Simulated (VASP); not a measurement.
Crystal: Zr2SeS2.

```xyz
5
Lattice="4.9702 0.0000 0.0000 -2.4851 4.3044 0.0000 0.0000 0.0000 3.4609" Properties=species:S:1:pos:R:3 pbc="T T T"
Zr    0.0000    2.8696    1.7304
Zr    2.4851    1.4348    1.7304
Se    0.0000    0.0000    0.0000
S     0.0000    2.8696    0.0000
S     2.4851    1.4348    0.0000
```

The cell was built from a structure type or drawn by symmetry, and may not be a known phase.

```yaml
Program: VASP 6.6.1
Task: relaxation of cell and atoms
Functional: PBE
Potentials_or_basis: VASP PAW PBE potentials, release 64 (Zr_sv, Se, S)
Cutoff: 600 eV
k_mesh: 6 × 6 × 6
Occupations: gaussian, width 0.1 eV
Spin: no spin polarisation
```

At the start: pressure 140.1 GPa; volume 14.81 Å³/atom.

Question: How do energy, volume and symmetry change on relaxing?

Answer: Over 13 steps the energy falls by 5286.2 meV/atom and the volume is 25.60 Å³/atom (+72.9 %); space group P6/mmm (No. 191, to 0.1 Å) before and after.

Step by step:
```
step  energy change (eV)  largest force (eV/Å)  pressure (GPa)  volume (Å³)
   1              0.0000                0.0000          140.07        74.04
   2             -2.6997                0.0000          -32.23       247.30
   3            -23.2801                0.0000           -9.61       145.85
   4            -24.2975                0.0000           -8.24       137.00
   5            -25.6101                0.0000           15.08       104.08
   6            -25.9082                0.0000           -2.58       120.29
   7            -26.1954                0.0000            3.76       112.09
   8            -26.1968                0.0000            2.97       112.90
   9            -26.3672                0.0000            0.80       119.72
  10            -26.4174                0.0000           -1.36       131.16
  11            -26.4217                0.0000           -1.04       128.94
  12            -26.4097                0.0000            1.64       126.65
  13            -26.4311                0.0000           -0.02       128.02
```

Final structure:
```
Zr Se S
1.0
     5.52314    0.00000    0.00000
    -2.76157    4.78318    0.00000
     0.00000    0.00000    4.84583
Zr Se S
2 1 2
Direct
  0.33333 0.66667 0.50000
  0.66667 0.33333 0.50000
  0.00000 0.00000 0.00000
  0.33333 0.66667 0.00000
  0.66667 0.33333 0.00000
```

Caveat: the volume moved by over 15 % at a fixed basis, so the end points are rough.
